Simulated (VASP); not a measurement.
A run of VASP 6.6.1 is set up as follows.

The input INCAR:

```
SYSTEM = AlB2As3
PREC     = Accurate       ! precision mode
ENCUT    = 600            ! plane-wave cutoff, eV
EDIFF    = 1E-6           ! SCF threshold, eV
ISMEAR   = 0              ! smearing method
SIGMA    = 0.1            ! smearing width, eV
LREAL    = .False.        ! projectors in reciprocal space
LASPH    = .True.         ! aspherical terms in the spheres
NELM     = 100            ! most SCF steps
ALGO     = Normal         ! electronic algorithm
ISIF     = 3              ! what is computed and relaxed
LWAVE    = .False.        ! write WAVECAR
LCHARG   = .False.        ! write CHGCAR
GGA      = PE             ! functional
IBRION   = 2              ! ionic algorithm
NSW      = 90             ! ionic steps
EDIFFG   = -0.04          ! ionic threshold
```

KPOINTS

```
Automatic mesh
0
Gamma
  6 6 1
  0 0 0
```

POSCAR

```
AlB2As3
1.0
    3.6364835000      0.0000000000      0.0000000000
   -1.8182417500      3.1492870900      0.0000000000
    0.0000000000      0.0000000000     17.9293284500
Al B As
2 4 6
Direct
    0.3333333300      0.6666666700      0.6668943300
    0.6666666700      0.3333333300      0.8335610000
    0.3333333300      0.6666666700      0.0002276700
    0.3333333300      0.6666666700      0.3335610000
    0.6666666700      0.3333333300      0.1668943300
    0.6666666700      0.3333333300      0.5002276700
    0.3333333300      0.6666666700      0.1251056700
    0.3333333300      0.6666666700      0.4584390000
    0.3333333300      0.6666666700      0.7917723400
    0.6666666700      0.3333333300      0.2917723400
    0.6666666700      0.3333333300      0.6251056700
    0.6666666700      0.3333333300      0.9584390000
```

Potentials or basis: VASP PAW PBE potentials, release 64 (Al, B, As).

Run with:

```sh
$ cat potpaw_PBE.64/Al/POTCAR potpaw_PBE.64/B/POTCAR potpaw_PBE.64/As/POTCAR > POTCAR
$ mpirun -np 1 vasp_std > vasp.out
```

Task: What does it give for the band gap on the k mesh?

Result: 0.14 eV (least direct gap 0.15 eV).

Task: Predict the relaxed cell.

Result: a = 3.583 Å, b = 3.583 Å, c = 18.231 Å, α = 90.00°, β = 90.00°, γ = 120.00°.

Task: Estimate the space group after relaxing (to 0.1 Å).

Result: P3m1 (No. 156).

Forces on the atoms (eV/Å):
```
Al   0.000  0.000  0.024
Al   0.000  0.000 -0.002
B    0.000  0.000  0.020
B    0.000  0.000 -0.012
B    0.000  0.000  0.030
B    0.000  0.000 -0.033
As   0.000  0.000  0.032
As   0.000  0.000 -0.024
As   0.000  0.000 -0.009
As   0.000  0.000 -0.001
As   0.000  0.000 -0.009
As   0.000  0.000 -0.017
```

Caveat: semilocal functionals underestimate gaps, and a narrow one can read as zero. A k mesh can miss the band edges.
